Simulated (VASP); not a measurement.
Input of a VASP 6.6.1 run:

File INCAR:

```
  PREC = Accurate
  ENCUT = 520
  EDIFF = 1E-7
  ISMEAR = -1
  SIGMA = 0.05
  LREAL = False
  LASPH = True
  NELM = 100
  ALGO = Normal
  ISIF = 2
  LWAVE = False
  LCHARG = False
  GGA = PE
  NBANDS = 20
```

The input KPOINTS:

```
Automatic mesh
0
Gamma
  15 15 13
```

Contents of POSCAR:

```
Ga
1.0
    1.4500000000     -4.0650000000      0.0000000000
    1.4500000000      4.0650000000      0.0000000000
    0.0000000000      0.0000000000      3.1700000000
Ga
2
Direct
    0.8670000000      0.1330000000      0.2500000000
    0.1330000000      0.8670000000      0.7500000000
```

Potentials or basis: VASP PAW PBE potentials, release 64 (Ga_d).

Run with:

```console
$ cat potpaw_PBE.64/Ga_d/POTCAR > POTCAR
$ mpirun -np 1 vasp_std > vasp.out
```

(1) Predict the band gap on the k mesh.

(2) Estimate the pressure.

Answers

(1) zero (bands 13 and 14 overlap by 8.73 eV).

(2) 1.7 GPa.
